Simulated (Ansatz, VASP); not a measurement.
## Zr: VASP beside Ansatz

```xyz
1
Lattice="14.0000 0.0000 0.0000 0.0000 14.4000 0.0000 0.0000 0.0000 14.8000" Properties=species:S:1:pos:R:3 pbc="T T T"
Zr    7.0000    7.2000    7.4000
```

Alike in both runs: task single point; functional PBE; k mesh 1 × 1 × 1; occupations fermi-dirac, width 0.01 eV; collinear spin.

|  | VASP | Ansatz |
| --- | --- | --- |
| version | VASP 6.6.1 | Ansatz 0.2.0 |
| potentials or method | VASP PAW PBE potentials, release 64 (Zr_sv), cutoff 520 eV | plane waves (420 eV) with PAW, scalar-relativistic |
| valence electrons in the cell | 12 | 12 |

Ansatz gave:

| Item | Value |
| --- | --- |
| gap on the k mesh at the Fermi level (eV) | 0.70 |
| net moment per atom (μB) | 4.00 |
| size of the moment on the site where the two differ most (μB) | 4.00 |

Which values does VASP return?

gap on the k mesh at the Fermi level (eV): 0.38; net moment per atom (μB): 4.00; size of the moment on the site where the two differ most (μB): 2.08.

Site moments also hang on the region over which each program counts them. Ansatz's warnings: given moment on shells, stability check not made, xc potential rough in thin density.
